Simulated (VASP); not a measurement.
SrTiO3, 5 atoms in the cell. The structure is tetragonal, space group P4mm (No. 99). Conventional cell: a = 3.891 Å, b = 3.891 Å, c = 3.891 Å, α = 90.00°, β = 90.00°, γ = 90.00°. Within 3.7 Å of Sr (site symmetry 4mm) lie 12 O at 2.75 Å and 8 Ti at 3.12 to 3.67 Å. Ti (site symmetry 4mm) has 5 O at 1.47 to 2.00 Å within 2.1 Å. O (site symmetry 4mm) has 1 Ti at 1.47 Å within 2.0 Å. Within 2.8 Å of O (site symmetry 2mm) lie 2 Ti at 2.00 Å and 4 Sr at 2.75 Å and 8 O at 2.75 Å.  This cell differs from its parent crystal: atom 2 (Ti) moved +0.480 Å along Cartesian [1 0 0].

| Quantity | Value |
| --- | --- |
| Program | VASP 6.6.1 |
| Task | single point |
| Functional | PBEsol |
| Potentials or basis | VASP PAW PBE potentials, release 64 (Sr_sv, Ti_sv, O) |
| Cutoff | 520 eV |
| k mesh | 8 × 8 × 8 |
| Occupations | gaussian, width 0.05 eV |
| Spin | no spin polarisation |
| Dipole correction | no |
| Further INCAR settings | ALGO = Normal; EDIFF = 1e-06; NBANDS = 28 |

Potentials or basis: VASP PAW PBE potentials, release 64 (Sr_sv, Ti_sv, O).

Run with:

```sh
$ cat potpaw_PBE.64/Sr_sv/POTCAR potpaw_PBE.64/Ti_sv/POTCAR potpaw_PBE.64/O/POTCAR > POTCAR
$ mpirun -np 1 vasp_std > vasp.out
```

Hardware: 1 thread of Intel Xeon 8259CL, with other jobs on the host.

Question: How long does it take, and how much memory?

Answer: Run time: 3 min on 1 thread of Intel Xeon 8259CL, with other jobs on the host, peak memory 0.26 GiB. Counts: scf iterations 15, k points 75.
